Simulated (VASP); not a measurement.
# TaN (P6_3/mmc) in VASP: further runs

Runs on TaN. Level: PBEsol. Tasks: electric field gradients, density of states.

Everything below comes from runs of VASP 6.6.1. Logs are shortened: lines on timing, memory, paths and dates and some standing lists are left out, and cuts for length are marked.

### Step 1. The cell of the first run

It takes space group P6_3/mmc (No. 194, hexagonal). The conventional cell has a = 3.108 Å, b = 3.108 Å, c = 5.014 Å, α = 90.00°, β = 90.00°, γ = 120.00°. Ta (site symmetry -3m) has 6 N at 2.19 Å and 2 Ta at 2.51 Å within 2.9 Å. N (site symmetry -6m2) has 6 Ta at 2.19 Å within 2.9 Å.

### Step 2. Electric field gradients, PBEsol (volume scaled by 1.06)

INCAR

```
PREC     = Accurate       # precision mode
ENCUT    = 520            # plane-wave cutoff, eV
EDIFF    = 1E-8           # SCF threshold, eV
ISMEAR   = -1             # smearing method
SIGMA    = 0.01           # smearing width, eV
LREAL    = F              # projectors in reciprocal space
LASPH    = T              # aspherical terms in the spheres
NELM     = 60             # most SCF steps
ALGO     = Normal         # electronic algorithm
ISIF     = 2              # what is computed and relaxed
LWAVE    = F              # write WAVECAR
LCHARG   = F              # write CHGCAR
GGA      = PS             # functional
LEFG     = T            
NBANDS   = 24             # bands
```

KPOINTS

```
regular mesh
0
Gamma
  9 9 5
```

POSCAR

```
TaN
1.0
    3.1077819002      0.0000000000      0.0000000000
   -1.5538909501      2.6914180749      0.0000000000
    0.0000000000      0.0000000000      5.0144558607
Ta N
2 2
Direct
    0.0000000000      0.0000000000      0.0000000000
    0.0000000000      0.0000000000      0.5000000000
    0.3333333333      0.6666666667      0.2500000000
    0.6666666667      0.3333333333      0.7500000000
```

Potentials or basis: VASP PAW PBE potentials, release 64 (Ta_pv, N).

The run is started by

```console
$ cat potpaw_PBE.64/Ta_pv/POTCAR potpaw_PBE.64/N/POTCAR > POTCAR
$ mpirun -np 1 vasp_std > vasp.out
```

OUTCAR:

```text
PREC = Accurate
   ENCUT = 520
   EDIFF = 1E-8
   ISMEAR = -1
   LREAL = F
   LASPH = T
   NELM = 60
   ISIF = 2
   GGA = PS

 ion  position               nearest neighbor table
   1  0.000  0.000  0.000-   3 2.19   4 2.19   3 2.19   4 2.19   4 2.19   3 2.19   2 2.51   2 2.51

   2  0.000  0.000  0.500-   3 2.19   4 2.19   3 2.19   4 2.19   4 2.19   3 2.19   1 2.51   1 2.51

   3  0.333  0.667  0.250-   1 2.19   2 2.19   1 2.19   2 2.19   1 2.19   2 2.19
   4  0.667  0.333  0.750-   1 2.19   2 2.19   1 2.19   2 2.19   1 2.19   2 2.19

  LATTYP: Found a hexagonal cell.
 ALAT       =     3.1077819002
 C/A-ratio  =     1.6135160129

  Lattice vectors:

 A1 = (   3.1077819002,   0.0000000000,   0.0000000000)
 A2 = (  -1.5538909501,   2.6914180749,   0.0000000000)
 A3 = (   0.0000000000,   0.0000000000,   5.0144558607)

Analysis of symmetry for initial positions (statically):
=====================================================================
 Subroutine PRICEL returns:
 Original cell was already a primitive cell.

 Routine SETGRP: Setting up the symmetry group for a
 hexagonal supercell.

 Subroutine GETGRP returns: Found 24 space group operations
 (whereof 12 operations were pure point group operations)
 out of a pool of 24 trial point group operations.

The static configuration has the point symmetry D_3d.
 The point group associated with its full space group is D_6h.

Analysis of symmetry for dynamics (positions and initial velocities):
=====================================================================
 Subroutine PRICEL returns:
 Original cell was already a primitive cell.

 Routine SETGRP: Setting up the symmetry group for a
 hexagonal supercell.

 Subroutine GETGRP returns: Found 24 space group operations
 (whereof 12 operations were pure point group operations)
 out of a pool of 24 trial point group operations.

The dynamic configuration has the point symmetry D_3d.
 The point group associated with its full space group is D_6h.

 Subroutine INISYM returns: Found 24 space group operations
 (whereof 12 operations are pure point group operations),
 and found     1 'primitive' translations

[... 137 lines left out ...]

 Free energy of the ion-electron system (eV)
  ---------------------------------------------------
  ext. energy  EPLUGINS =         0.00000000
  ---------------------------------------------------
  free energy    TOTEN  =       -44.83826670 eV

  energy without entropy =      -44.83652903  energy(sigma->0) =      -44.83739787

 E-fermi :   9.0510     XC(G=0): -13.5804

 val. band max:        9.0490329374   @ k =   0.2222   0.2222   0.4000
 cond. band min:       9.0602712948   @ k =   0.4444  -0.0000   0.2000
 fundamental gap:      0.0112383574
 Fermi energy:         9.0509844416

 k-point     1 :       0.0000    0.0000    0.0000
  band No.  band energies     occupation
      1     -27.8162      2.00000
      2     -26.2925      2.00000
      3     -26.2925      2.00000
      4     -25.9783      2.00000
      5     -25.9783      2.00000
      6     -25.2168      2.00000
[... 637 lines left out ...]
     23      15.9043      0.00000
     24      15.9043      0.00000

 [... further k-points ...]
[... 5 lines left out ...]
  --------------------------------------------------------------------------------------
  -------------------------------------------------------------------------------------
  Total       -0.1610791     -0.1610791     18.1472602     -0.0000000      0.0000000      0.0000000
  in kB       -6.1531052     -6.1531052    693.2121066     -0.0000000      0.0000000      0.0000000
  external PRESSURE =     226.9686320 kB  Pullay stress =       0.0000000 kB

 VOLUME and BASIS-vectors are now :
 -----------------------------------------------------------------------------
  energy-cutoff  :      520.00
  volume of cell :       41.94
      direct lattice vectors                 reciprocal lattice vectors
     3.107781900  0.000000000  0.000000000     0.321772902  0.185775671  0.000000000
    -1.553890950  2.691418075  0.000000000     0.000000000  0.371551343  0.000000000
     0.000000000  0.000000000  5.014455861     0.000000000  0.000000000  0.199423433

 POSITION                                       TOTAL-FORCE (eV/Angst)
 -----------------------------------------------------------------------------------
      0.00000      0.00000      0.00000        -0.000000     -0.000000     -0.000000
      0.00000      0.00000      2.50723        -0.000000     -0.000000     -0.000000
     -0.00000      1.79428      1.25361         0.000000     -0.000000      0.000000
      1.55389      0.89714      3.76084        -0.000000      0.000000     -0.000000
 -----------------------------------------------------------------------------------
    total drift:                               -0.000000      0.000000      0.000000

  FREE ENERGIE OF THE ION-ELECTRON SYSTEM (eV)
  ---------------------------------------------------
  free  energy   TOTEN  =       -44.8382667031 eV

  energy  without entropy=      -44.8365290297  energy(sigma->0) =      -44.83739787

 Electric field gradients (V/A^2)
---------------------------------------------------------------------
 ion       V_xx      V_yy      V_zz      V_xy      V_xz      V_yz
---------------------------------------------------------------------
   1      92.151    92.151  -184.302    -0.000     0.000    -0.000
   2      92.151    92.151  -184.302    -0.000    -0.000     0.000
   3      -2.662    -2.662     5.323    -0.000     0.000     0.000
   4      -2.662    -2.662     5.323    -0.000     0.000     0.000
---------------------------------------------------------------------

 Electric field gradients after diagonalization (V/A^2)
 (convention: |V_zz| > |V_xx| > |V_yy|)
----------------------------------------------------------------------
 ion       V_xx      V_yy      V_zz     asymmetry (V_yy - V_xx)/ V_zz
----------------------------------------------------------------------
   1      92.152    92.151  -184.302       0.000
   2      92.152    92.151  -184.302       0.000
   3      -2.662    -2.662     5.323       0.000
   4      -2.662    -2.662     5.323       0.000
----------------------------------------------------------------------

           NMR quadrupolar parameters

 Cq : quadrupolar parameter    Cq=e*Q*V_zz/h
 eta: asymmetry parameters     (V_yy - V_xx)/ V_zz
 Q  : nuclear electric quadrupole moment in mb (millibarn)
----------------------------------------------------------------------
 ion       Cq(MHz)       eta       Q (mb)
----------------------------------------------------------------------
   1      -0.446       0.000       1.000
   2      -0.446       0.000       1.000
   3       0.013       0.000       1.000
   4       0.013       0.000       1.000
----------------------------------------------------------------------
```

Wall time 56 s (1 thread of Intel Xeon 8259CL, shared host); peak memory 0.18 GiB.

Results:

```yaml
Free_energy: -44.8383 eV
Pressure: 22.7 GPa
Band_gap_on_the_k_mesh: zero (band 16 reaches 9.71 eV, above the bottom of band 17 at 7.34 eV)
```

Levels at points of the mesh, in eV from the Fermi level:
```tsv
k point	band 14	band 15	band 16	band 17	band 18	band 19
(0.00, 0.00, 0.00)	-3.44	-3.43	-1.71	-1.71	-0.58	-0.58
```

Electric field gradients, principal values (V/Å²):
| atom | least | middle | greatest (by size) |
| --- | --- | --- | --- |
| 1 Ta | 92.151 | 92.152 | -184.302 |
| 2 Ta | 92.151 | 92.152 | -184.302 |
| 3 N | -2.662 | -2.662 | 5.323 |
| 4 N | -2.662 | -2.662 | 5.323 |

Caveat: the cell differs from its parent crystal (volume scaled by 1.06); without QUAD_EFG the Cq values of the log hold for a quadrupole moment of 1 mb, not for the nuclei; the PAW data sets were made with another functional, which shifts forces and pressure a little; spin-orbit coupling is left out, which moves the levels of the heavy elements.

### Step 3. Density of states, PBEsol

This run uses another cell than the first one, of 9.89 Å³/atom, 0.943 times its volume.

POSCAR

```
TaN
1.0
    3.0480019786      0.0000000000      0.0000000000
   -1.5240009893      2.6396471442      0.0000000000
    0.0000000000      0.0000000000      4.9180000000
Ta N
2 2
Direct
    0.0000000000      0.0000000000      0.0000000000
    0.0000000000      0.0000000000      0.5000000000
    0.3333333333      0.6666666667      0.2500000000
    0.6666666667      0.3333333333      0.7500000000
```

INCAR.step1

```
PREC = Accurate
ENCUT = 520
EDIFF = 1E-6
ISMEAR = -1
SIGMA = 0.01
LREAL = False
LASPH = True
NELM = 60
ALGO = Normal
ISIF = 2
LWAVE = False
LCHARG = True
LMAXMIX = 4
GGA = PS
NBANDS = 24
```

KPOINTS.step1

```
Automatic mesh
0
Gamma
  9 9 5
```

INCAR.step2

```
PREC = Accurate
ENCUT = 520
EDIFF = 1E-6
ISMEAR = -5
SIGMA = 0.01
LREAL = False
LASPH = True
NELM = 60
ALGO = Normal
ISIF = 2
LWAVE = False
LCHARG = False
LMAXMIX = 4
GGA = PS
LORBIT = 11
NBANDS = 24
NEDOS = 2001
ICHARG = 11
```

KPOINTS.step2

```
Automatic mesh
0
Gamma
  14 14 8
```

Potentials or basis: VASP PAW PBE potentials, release 64 (Ta_pv, N).

The run is started by

```console
$ cat potpaw_PBE.64/Ta_pv/POTCAR potpaw_PBE.64/N/POTCAR > POTCAR
$ cp INCAR.step1 INCAR
$ cp KPOINTS.step1 KPOINTS
$ mpirun -np 1 vasp_std > vasp.out
$ cp INCAR.step2 INCAR
$ cp KPOINTS.step2 KPOINTS
$ mpirun -np 1 vasp_std > vasp.out
```

Run time: 2.3 min. Hardware: 1 thread of Intel Xeon 8259CL, shared host; peak memory 0.22 GiB.

Results (log left out):

| Item | Value |
| --- | --- |
| Valence electrons inside the program's atomic spheres | Ta 9.36; N 3.80 |

Levels at points of the mesh, in eV from the Fermi level:
```
           k point  band 12  band 13  band 14  band 15  band 16  band 17  band 18  band 19  band 20  band 21
(0.00, 0.00, 0.00)    -5.30    -3.62    -3.62    -3.60    -1.89    -1.89    -0.67    -0.67     2.81     4.31
(0.50, 0.00, 0.00)    -5.76    -5.21    -5.14    -4.37     0.20     1.54     2.39     3.83     4.63     5.23
(0.00, 0.00, 0.50)    -6.40    -6.40    -6.40    -0.01    -0.01    -0.01    -0.01     0.03     0.03     4.63
(0.50, 0.00, 0.50)    -6.37    -6.08    -6.08    -1.57    -1.57     3.01     3.01     3.29     3.29     5.46
```

Caveat: the PAW data sets were made with another functional, which shifts forces and pressure a little; spin-orbit coupling is left out, which moves the levels of the heavy elements; tetrahedron occupations give inexact forces and stress in metals.
